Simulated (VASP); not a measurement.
# InP (F-43m) in VASP: settings compared, part 2 of 2

VASP 6.6.1.

### 6 Single point, PBE

Input file INCAR:

```
ALGO     = Normal         # electronic algorithm
EDIFF    = 1E-7           # SCF threshold, eV
ENCUT    = 520            # plane-wave cutoff, eV
GGA      = PE             # functional
ISIF     = 2              # what is computed and relaxed
ISMEAR   = 0              # smearing method
LASPH    = T              # aspherical terms in the spheres
LCHARG   = F              # write CHGCAR
LREAL    = F              # projectors in reciprocal space
LWAVE    = F              # write WAVECAR
NBANDS   = 16             # bands
NELM     = 80             # most SCF steps
PREC     = Accurate       # precision mode
SIGMA    = 0.027000000000000003 # smearing width, eV
```

Input file KPOINTS:

```
k-points
0
Gamma
  8 8 8
```

Input file POSCAR:

```
InP
1.0
    0.0000000000      2.9305000000      2.9305000000
    2.9305000000      0.0000000000      2.9305000000
    2.9305000000      2.9305000000      0.0000000000
In P
1 1
Direct
    0.0000000000      0.0000000000      0.0000000000
    0.7500000000      0.7500000000      0.7500000000
```

Potentials or basis: VASP PAW PBE potentials, release 64 (In_d, P).

The run is started by

```bash
$ cat potpaw_PBE.64/In_d/POTCAR potpaw_PBE.64/P/POTCAR > POTCAR
$ mpirun -np 1 vasp_std > vasp.out
```

OUTCAR:

```text
EDIFF = 1E-7
   ENCUT = 520
   GGA = PE
   ISIF = 2
   ISMEAR = 0
   LASPH = T
   LREAL = F
   NELM = 80
   PREC = Accurate

 ion  position               nearest neighbor table
   1  0.000  0.000  0.000-   2 2.54   2 2.54   2 2.54   2 2.54
   2  0.750  0.750  0.750-   1 2.54   1 2.54   1 2.54   1 2.54

  LATTYP: Found a face centered cubic cell.
 ALAT       =     5.8610000000

  Lattice vectors:

 A1 = (   0.0000000000,   2.9305000000,   2.9305000000)
 A2 = (   2.9305000000,   0.0000000000,   2.9305000000)
 A3 = (   2.9305000000,   2.9305000000,   0.0000000000)

Analysis of symmetry for initial positions (statically):
=====================================================================
 Subroutine PRICEL returns:
 Original cell was already a primitive cell.

 Routine SETGRP: Setting up the symmetry group for a
 face centered cubic supercell.

 Subroutine GETGRP returns: Found 24 space group operations
 (whereof 24 operations were pure point group operations)
 out of a pool of 48 trial point group operations.

The static configuration has the point symmetry T_d .

Analysis of symmetry for dynamics (positions and initial velocities):
[... 161 lines left out ...]
 val. band max:        5.1894536875   @ k =   0.0000   0.0000   0.0000
 cond. band min:       5.9014877099   @ k =   0.0000   0.0000   0.0000
 fundamental gap:      0.7120340224
 Fermi energy:         5.3683811914

 k-point     1 :       0.0000    0.0000    0.0000
  band No.  band energies     occupation
      1      -8.9969      2.00000
      2      -8.9969      2.00000
      3      -8.9969      2.00000
      4      -8.8448      2.00000
      5      -8.8448      2.00000
      6      -6.3279      2.00000
[... 433 lines left out ...]
      3      -8.9283      2.00000
      4      -8.8502      2.00000
      5      -8.8318      2.00000
      6      -4.2860      2.00000
[... 8 lines left out ...]
     15      15.8992      0.00000
     16      16.5206      0.00000

 [... further k-points ...]

------------------------ aborting loop because EDIFF is reached ----------------------------------------

  FORCE on cell =-STRESS in cart. coord.  units (eV):
  Direction    XX          YY          ZZ          XY          YZ          ZX
  --------------------------------------------------------------------------------------
  -------------------------------------------------------------------------------------
  Total        1.0312305      1.0312305      1.0312305     -0.0000000     -0.0000000      0.0000000
  in kB       32.8254858     32.8254858     32.8254858     -0.0000000     -0.0000000      0.0000000
  external PRESSURE =      32.8254858 kB  Pullay stress =       0.0000000 kB

 VOLUME and BASIS-vectors are now :
 -----------------------------------------------------------------------------
  energy-cutoff  :      520.00
  volume of cell :       50.33
      direct lattice vectors                 reciprocal lattice vectors
     0.000000000  2.930500000  2.930500000    -0.170619348  0.170619348  0.170619348
     2.930500000  0.000000000  2.930500000     0.170619348 -0.170619348  0.170619348
     2.930500000  2.930500000  0.000000000     0.170619348  0.170619348 -0.170619348

 POSITION                                       TOTAL-FORCE (eV/Angst)
 -----------------------------------------------------------------------------------
      0.00000      0.00000      0.00000         0.000000      0.000000      0.000000
      4.39575      4.39575      4.39575        -0.000000     -0.000000     -0.000000
 -----------------------------------------------------------------------------------
    total drift:                                0.000000      0.000000      0.000000

  FREE ENERGIE OF THE ION-ELECTRON SYSTEM (eV)
  ---------------------------------------------------
  free  energy   TOTEN  =        -8.3807873143 eV

  energy  without entropy=       -8.3807873143  energy(sigma->0) =       -8.38078731
```

OSZICAR:

```text
N       E                     dE             d eps       ncg     rms          rms(c)
DAV:   1     0.112995106531E+03    0.11300E+03   -0.85472E+03   928   0.127E+03
DAV:   2    -0.142637708562E+01   -0.11442E+03   -0.10984E+03  1048   0.302E+02
DAV:   3    -0.860444285814E+01   -0.71781E+01   -0.71445E+01  1256   0.741E+01
DAV:   4    -0.879462403023E+01   -0.19018E+00   -0.19012E+00  1168   0.128E+01
DAV:   5    -0.880319384520E+01   -0.85698E-02   -0.85697E-02  1384   0.227E+00    0.571E+00
DAV:   6    -0.840912007921E+01    0.39407E+00   -0.62314E-01  1480   0.129E+01    0.342E+00
DAV:   7    -0.837955599036E+01    0.29564E-01   -0.16088E-01  1352   0.320E+00    0.126E+00
DAV:   8    -0.837994000426E+01   -0.38401E-03   -0.15664E-02  1192   0.147E+00    0.332E-01
DAV:   9    -0.838056189659E+01   -0.62189E-03   -0.13059E-03  1184   0.381E-01    0.159E-01
DAV:  10    -0.838071225156E+01   -0.15035E-03   -0.24609E-04  1352   0.210E-01    0.102E-01
DAV:  11    -0.838078729718E+01   -0.75046E-04   -0.12592E-04  1120   0.987E-02    0.462E-02
DAV:  12    -0.838078674130E+01    0.55588E-06   -0.78308E-06  1080   0.263E-02    0.113E-02
DAV:  13    -0.838078713568E+01   -0.39438E-06   -0.15438E-06  1176   0.612E-03    0.888E-03
DAV:  14    -0.838078728884E+01   -0.15316E-06   -0.19649E-07  1208   0.447E-03    0.150E-03
DAV:  15    -0.838078731430E+01   -0.25465E-07   -0.13519E-08   824   0.939E-04
   1 F= -.83807873E+01 E0= -.83807873E+01  d E =-.755027E-23
```

Run time: 27 s. Hardware: 1 thread of Intel Xeon 6975P-C, shared host; peak memory 0.18 GiB.

Results:

| Item | Value |
| --- | --- |
| Free energy | -8.3808 eV |
| Pressure | 3.3 GPa |
| Band gap on the k mesh | 0.71 eV, direct |

Caveat: spin-orbit coupling is left out, which moves the levels of the heavy elements.

### 7 Overview

```tsv
level	cell	k mesh	smearing	grid for exact exchange (PRECFOCK)	share of exact exchange	gap on the mesh (eV)	pressure (GPa)
PBEsol-based global hybrid	a = 4.144 Å, angles 60.0°, 2 atoms	4 × 4 × 4	fermi-dirac 0.05 eV	Normal	0.25	2.15	-0.8
PBEsol-based global hybrid	a = 4.172 Å, angles 60.0°, 2 atoms	4 × 4 × 4	fermi-dirac 0.05 eV	Normal	0.25	2.02	-2.2
PBE	a = 4.144 Å, angles 60.0°, 2 atoms	8 × 8 × 8	gaussian 0.025 eV	-	-	0.71	3.3
PBE	a = 4.144 Å, angles 60.0°, 2 atoms	8 × 8 × 8	gaussian 0.026 eV	-	-	0.71	3.3
PBE	a = 4.144 Å, angles 60.0°, 2 atoms	8 × 8 × 8	gaussian 0.027 eV	-	-	0.71	3.3
```

Alike in all rows: task single point; potentials or basis VASP PAW PBE potentials, release 64 (In_d, P); no spin polarisation; cutoff (eV) 520.

Caveats: some runs use coarse meshes; spin-orbit coupling is left out, which moves the levels of the heavy elements; the PAW data sets were made with another functional, which shifts forces and pressure a little (some runs).

Total energies depend on the potentials used, so only differences within one code and one set of settings carry meaning.
